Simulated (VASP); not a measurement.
**Bi: single point with PBE**

Bi:

```
CELL_PARAMETERS angstrom
4.52382 0.00000 0.00000
-2.26191 3.91774 0.00000
0.00000 0.00000 11.78944
ATOMIC_POSITIONS crystal
Bi 0.33333 0.66667 0.25000
Bi 0.66667 0.33333 0.75000
```

This isn't the form of Bi at room conditions, which is rhombohedral.

* Program: VASP 6.6.1
* Task: single point
* Functional: PBE
* Potentials or basis: VASP PAW PBE potentials, release 64 (Bi_d)
* Cutoff: 520 eV
* k mesh: 9 × 9 × 3
* Occupations: fermi-dirac, width 0.03 eV
* Spin: no spin polarisation

The pressure is -3.3 GPa. The band gap on the k mesh is zero (bands 15 and 16 overlap by 2.17 eV).

Stress tensor (GPa, compression positive):
```
-4.84  0.00  0.00
 0.00 -4.84  0.00
 0.00  0.00 -0.35
```

Levels at points of the mesh, in eV from the Fermi level:
```csv
k point,band 13,band 14,band 15,band 16,band 17,band 18
"(0.00, 0.00, 0.00)",-0.85,-0.34,1.46,1.46,1.47,1.47
```

Wall time 2.2 min on 1 thread of Intel Xeon 8259CL, on a shared host, peak memory 0.36 GiB.

Caveat: the cell stands under tension; spin-orbit coupling is left out, which moves the levels of the heavy elements.
